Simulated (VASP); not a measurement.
# Ta (Pm-3m) in VASP: relaxation of cell and atoms with r2SCAN

Aim: the relaxation of cell and atoms of Ta with r2SCAN.

Program: VASP 6.6.1. These are calculated values, not measurements. Logs are shortened: lines on timing, memory, paths and dates and some standing lists are left out, and cuts for length are marked.

## 1. The cell of the first run

It takes space group Pm-3m (No. 221, cubic). The conventional cell has a = 2.736 Å, b = 2.736 Å, c = 2.736 Å, α = 90.00°, β = 90.00°, γ = 90.00°. Ta (site symmetry m-3m) has 6 Ta at 2.74 Å within 3.6 Å.

This isn't the form of Ta at room conditions, which is bcc.

## 2. Relaxation of cell and atoms, r2SCAN

The input, POSCAR:

```
Ta
1.0
    2.7363400327      0.0000000000      0.0000000000
    0.0000000000      2.7363400327      0.0000000000
    0.0000000000      0.0000000000      2.7363400327
Ta
1
Direct
    0.0000000000      0.0000000000      0.0000000000
```

The input, INCAR.step1:

```
SYSTEM = Ta
  PREC = Accurate
  ENCUT = 600
  ISMEAR = 0
  SIGMA = 0.1
  LREAL = .False.
  LASPH = .True.
  NELM = 60
  GGA = PE
  ALGO = Normal
  EDIFF = 1E-4
  LWAVE = .True.
  LCHARG = .False.
```

The input, INCAR.step2:

```
SYSTEM = Ta
  PREC = Accurate
  ENCUT = 600
  EDIFF = 1E-6
  ISMEAR = 0
  SIGMA = 0.1
  LREAL = .False.
  LASPH = .True.
  NELM = 60
  ALGO = Normal
  ISIF = 3
  LWAVE = .False.
  LCHARG = .False.
  METAGGA = R2SCAN
  LMIXTAU = .True.
  IBRION = 2
  NSW = 100
  EDIFFG = -0.01
  ISTART = 1
```

The input, KPOINTS:

```
Automatic mesh
0
Gamma
  20 20 20
  0 0 0
```

Potentials or basis: VASP PAW PBE potentials, release 64 (Ta_pv).

Run with:

```bash
> cat potpaw_PBE.64/Ta_pv/POTCAR > POTCAR
> cp INCAR.step1 INCAR
> mpirun -np 1 vasp_std > vasp.out
> cp INCAR.step2 INCAR
> mpirun -np 1 vasp_std > vasp.out
```

OUTCAR:

```text
SYSTEM = Ta
   PREC = Accurate
   ENCUT = 600
   EDIFF = 1E-6
   ISMEAR = 0
   LREAL = .False.
   LASPH = .True.
   NELM = 60
   ISIF = 3
   METAGGA = R2SCAN
   IBRION = 2
   NSW = 100
   EDIFFG = -0.01
   ISTART = 1

 ion  position               nearest neighbor table
   1  0.000  0.000  0.000-

  LATTYP: Found a simple cubic cell.
 ALAT       =     2.7363400327

  Lattice vectors:

 A1 = (   2.7363400327,   0.0000000000,   0.0000000000)
 A2 = (   0.0000000000,   2.7363400327,   0.0000000000)
 A3 = (   0.0000000000,   0.0000000000,   2.7363400327)

Analysis of symmetry for initial positions (statically):
=====================================================================
 Subroutine PRICEL returns:
 Original cell was already a primitive cell.

 Routine SETGRP: Setting up the symmetry group for a
 simple cubic supercell.

 Subroutine GETGRP returns: Found 48 space group operations
 (whereof 48 operations were pure point group operations)
 out of a pool of 48 trial point group operations.

The static configuration has the point symmetry O_h .

Analysis of symmetry for dynamics (positions and initial velocities):
=====================================================================
 Subroutine PRICEL returns:
 Original cell was already a primitive cell.

 Routine SETGRP: Setting up the symmetry group for a
 simple cubic supercell.

 Subroutine GETGRP returns: Found 48 space group operations
 (whereof 48 operations were pure point group operations)
 out of a pool of 48 trial point group operations.

The dynamic configuration has the point symmetry O_h .

 Subroutine INISYM returns: Found 48 space group operations
 (whereof 48 operations are pure point group operations),
 and found     1 'primitive' translations

----------------------------------------------------------------------------------------

                                     Primitive cell

  volume of cell :      20.4885

  direct lattice vectors                    reciprocal lattice vectors
     2.736340033  0.000000000  0.000000000     0.365451657  0.000000000  0.000000000
     0.000000000  2.736340033  0.000000000     0.000000000  0.365451657  0.000000000
     0.000000000  0.000000000  2.736340033     0.000000000  0.000000000  0.365451657

  length of vectors
     2.736340033  2.736340033  2.736340033     0.365451657  0.365451657  0.365451657

  position of ions in fractional coordinates (direct lattice)
     0.000000000  0.000000000  0.000000000

  ion indices of the primitive-cell ions
   primitive index   ion index
                 1           1

----------------------------------------------------------------------------------------

 KPOINTS: Automatic mesh

Automatic generation of k-mesh.
 Grid dimensions read from file:
 generate k-points for:   20   20   20

 Generating k-lattice:

  Cartesian coordinates                     Fractional coordinates (reciprocal lattice)
     0.018272583  0.000000000  0.000000000     0.050000000  0.000000000  0.000000000
     0.000000000  0.018272583  0.000000000     0.000000000  0.050000000  0.000000000
     0.000000000  0.000000000  0.018272583     0.000000000  0.000000000  0.050000000

  Length of vectors
     0.018272583  0.018272583  0.018272583

  Shift w.r.t. Gamma in fractional coordinates (k-lattice)
     0.000000000  0.000000000  0.000000000

 Subroutine IBZKPT returns following result:
 ===========================================

 Found    286 irreducible k-points:

 Following reciprocal coordinates:
            Coordinates               Weight
  0.000000  0.000000  0.000000      1.000000
  0.050000  0.000000  0.000000      6.000000
  0.100000  0.000000  0.000000      6.000000
  0.150000  0.000000  0.000000      6.000000
  0.200000  0.000000  0.000000      6.000000
  0.250000  0.000000  0.000000      6.000000
[... 16 lines left out ...]
  0.150000  0.100000  0.000000     24.000000
  0.200000  0.100000  0.000000     24.000000
 [... further k-points ...]
   k-points           NKPTS =    286   k-points in BZ     NKDIM =    286   number of bands    NBANDS=      9
   number of dos      NEDOS =    301   number of ions     NIONS =      1
   total plane-waves  NPLWV =  13824
   dimension x,y,z NGX =    24 NGY =   24 NGZ =   24
   dimension x,y,z NGXF=    48 NGYF=   48 NGZF=   48
   ions per type =               1
   NGX,Y,Z   is equivalent  to a cutoff of  14.58, 14.58, 14.58 a.u.
   NGXF,Y,Z  is equivalent  to a cutoff of  29.16, 29.16, 29.16 a.u.
 SYSTEM =  Ta
   PREC   = accura    normal or accurate (medium, high low for compatibility)
   ISTART =      1    job   : 0-new  1-cont  2-samecut
   ICHARG =      0    charge: 1-file 2-atom 10-const
   ISPIN  =      1    spin polarized calculation?
   LNONCOLLINEAR =      F non collinear calculations
   LSORBIT =      F    spin-orbit coupling
   LASPH  =      T    aspherical Exc in radial PAW
   ENCUT  =  600.0 eV  44.10 Ry    6.64 a.u.   5.47  5.47  5.47*2*pi/ulx,y,z
   NELM   =     60;   NELMIN=  2; NELMDL=  0     # of ELM steps
   EDIFF  = 0.1E-05   stopping-criterion for ELM
   LREAL  =      F    real-space projection
   EDIFFG = -.1E-01   stopping-criterion for IOM
   NSW    =    100    number of steps for IOM
   IBRION =      2    ionic relax: 0-MD 1-quasi-New 2-CG
   NFREE  =      1    steps in history (QN), initial steepest desc. (CG)
   ISIF   =      3    stress and relaxation
   ISYM   =      2    0-nonsym 1-usesym 2-fastsym
   POTIM  = 0.5000    time-step for ionic-motion
   TEBEG  =    0.0;   TEEND  =   0.0 temperature during run
   PSTRESS=    0.0 pullay stress
   NELECT =      11.0000    total number of electrons
   NUPDOWN=      -1.0000    fix difference up-down
   EMIN   =  10.00;   EMAX   =-10.00  energy-range for DOS
   EFERMI =   0.00;   METHOD = LEGACY
   ISMEAR =     0;   SIGMA  =   0.10  broadening in eV -4-tet -1-fermi 0-gaus
   EFERMI_NEDOS =   21; number of points for ismear=-14 and -15
   IALGO  =     38    algorithm
   IMIX   =      4    mixing-type and parameters
     AMIX     =   0.40;   BMIX     =  1.00
     AMIX_MAG =   1.60;   BMIX_MAG =  1.00
  volume/ion in A,a.u.               =      20.49       138.26
  Fermi-wavevector in a.u.,A,eV,Ry     =   1.330564  2.514401 24.087750  1.770400
  Thomas-Fermi vector in A             =   2.459641
   LORBIT       =      0    0 simple, 1 ext, 2 COOP (PROOUT), +10 PAW based schemes
   METAGGA = R2SCAN    functional components
   LHFCALC =     F    Hartree Fock is set to
   AEXX    =    0.0000 exact exchange contribution
   IVDW    =     0    specifies the selected vdW correction
   LEPSILON=     F    determine dielectric tensor
   LRPA    =     F    only Hartree local field effects (RPA)
 conjugate gradient relaxation of ions
 non-spin polarized calculation
 Gauss-broadening in eV      SIGMA  =   0.10
  energy-cutoff  :      600.00
  volume of cell :       20.49
 maximum number of plane-waves:       711
 NGX is ok and might be reduce to    24
   NGX = 11   NGY = 11   NGZ = 11

--------------------------------------- Ionic step        1  -------------------------------------------

 number of electron      10.9999999 magnetization

 Free energy of the ion-electron system (eV)
  ---------------------------------------------------
  ext. energy  EPLUGINS =         0.00000000
  ---------------------------------------------------
  free energy    TOTEN  =       -47.39765215 eV

  energy without entropy =      -47.39192520  energy(sigma->0) =      -47.39478868

------------------------ aborting loop because EDIFF is reached ----------------------------------------

  FORCE on cell =-STRESS in cart. coord.  units (eV):
  Direction    XX          YY          ZZ          XY          YZ          ZX
  --------------------------------------------------------------------------------------
  -------------------------------------------------------------------------------------
  Total       -0.0680072     -0.0680072     -0.0680072      0.0000000      0.0000000      0.0000000
  in kB       -5.3180848     -5.3180848     -5.3180848      0.0000000      0.0000000      0.0000000
  external PRESSURE =      -5.3180848 kB  Pullay stress =       0.0000000 kB
[... 55 lines left out ...]
  energy  without entropy=      -47.3916452739  energy(sigma->0) =      -47.39452267

--------------------------------------- Ionic step        3  -------------------------------------------

 number of electron      10.9999999 magnetization

 Free energy of the ion-electron system (eV)
  ---------------------------------------------------
  ext. energy  EPLUGINS =         0.00000000
  ---------------------------------------------------
  free energy    TOTEN  =       -47.39777747 eV

  energy without entropy =      -47.39204036  energy(sigma->0) =      -47.39490891

 E-fermi :   4.3675     XC(G=0): -12.9139

 val. band max:        4.3674074043   @ k =   0.3000   0.2000   0.0000
 cond. band min:       4.3729867071   @ k =   0.3000   0.2000   0.0500
 fundamental gap:      0.0055793028
 Fermi energy:         4.3675013674

 k-point     1 :       0.0000    0.0000    0.0000
  band No.  band energies     occupation
      1     -30.1066      2.00000
      2     -30.1066      2.00000
      3     -30.1066      2.00000
      4      -3.2699      2.00000
      5       1.5650      2.00000
      6       1.5650      2.00000
      7      11.0352      0.00000
      8      11.0352      0.00000
      9      11.0352      0.00000
[... 265 lines left out ...]
 k-point    24 :       0.2000    0.1000    0.0000
  band No.  band energies     occupation
      1     -30.5646      2.00000
      2     -30.1975      2.00000
      3     -30.0565      2.00000
      4      -1.8130      2.00000
      5       2.1373      2.00000
      6       2.9314      2.00000
      7       8.6680      0.00000
      8       9.3671      0.00000
      9      10.6892      0.00000

 [... further k-points ...]

------------------------ aborting loop because EDIFF is reached ----------------------------------------

  FORCE on cell =-STRESS in cart. coord.  units (eV):
  Direction    XX          YY          ZZ          XY          YZ          ZX
  --------------------------------------------------------------------------------------
  -------------------------------------------------------------------------------------
  Total        0.0003145      0.0003145      0.0003145      0.0000000      0.0000000      0.0000000
  in kB        0.0246818      0.0246818      0.0246818      0.0000000      0.0000000      0.0000000
  external PRESSURE =       0.0246818 kB  Pullay stress =       0.0000000 kB
[... 16 lines left out ...]
  FREE ENERGIE OF THE ION-ELECTRON SYSTEM (eV)
  ---------------------------------------------------
  free  energy   TOTEN  =       -47.3977774747 eV

  energy  without entropy=      -47.3920403553  energy(sigma->0) =      -47.39490891

 reached required accuracy - stopping structural energy minimisation
```

Run time: 7.2 min. Hardware: 1 thread of AMD EPYC 7R13, shared host; peak memory 0.21 GiB.

What came out:

* Free energy: -47.3978 eV
* Relaxed volume: 20.41 Å³/atom
* Relaxed cell: a = 2.733 Å, b = 2.733 Å, c = 2.733 Å, α = 90.00°, β = 90.00°, γ = 90.00°
* Space group after relaxing (to 0.1 Å): Pm-3m (No. 221)
* Energy gained by relaxing: 0.1 meV/atom
* Ionic steps: 3
* Pressure after relaxing: 0.0 GPa
* Band gap on the k mesh: zero (an odd number of electrons rules out a gap without spin polarisation)

The path:
```csv
step,energy change (eV),largest force (eV/Å),pressure (GPa),volume (Å³)
1,0.0000,0.0000,-0.53,20.49
2,0.0003,0.0000,0.99,20.29
3,-0.0001,0.0000,0.00,20.41
```

Final structure:
```xyz
1
Lattice="2.7330 0.0000 0.0000 0.0000 2.7330 0.0000 0.0000 0.0000 2.7330" Properties=species:S:1:pos:R:3 pbc="T T T"
Ta    0.0000    0.0000    0.0000
```

Caveat: the PAW data sets were made with another functional, which shifts forces and pressure a little; spin-orbit coupling is left out, which moves the levels of the heavy elements.
